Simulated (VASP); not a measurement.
Here is a VASP 6.6.1 calculation.

File INCAR:

```
SYSTEM = Si
PREC = Accurate ; ENCUT = 520
EDIFF = 1E-7 ; ISMEAR = 0
SIGMA = 0.03 ; LREAL = .False.
LASPH = .True. ; NELM = 60
ALGO = Normal ; ISIF = 2
LWAVE = .False. ; LCHARG = .False.
NBANDS = 16
```

Contents of KPOINTS:

```
regular mesh
0
Gamma
  12 12 6
  0 0 0
```

File POSCAR:

```
Si
1.0
    3.6607427577      0.0000000000      0.0000000000
   -1.8303713789      3.1702962248      0.0000000000
    0.0000000000      0.0000000000      6.7822581071
Si
4
Direct
    0.3333333333      0.6666666667      0.0534951140
    0.6666666667      0.3333333333      0.5534951140
    0.3333333333      0.6666666667      0.4465048860
    0.6666666667      0.3333333333      0.9465048860
```

Potentials or basis: VASP PAW LDA potentials, release 64 (Si).

Command:

```sh
$ cat potpaw_LDA.64/Si/POTCAR > POTCAR
$ mpirun -np 1 vasp_std > vasp.out
```

(1) Predict the largest force.

(2) Predict the band gap on the k mesh.

(3) What does it give for the pressure?

Answers

(1) 1.897 eV/Å.

(2) 0.16 eV.

(3) 4.7 GPa.

Caveat: the cell stands under pressure; forces of over 1 eV/Å act on the atoms, so gaps and moduli don't describe the material at rest.
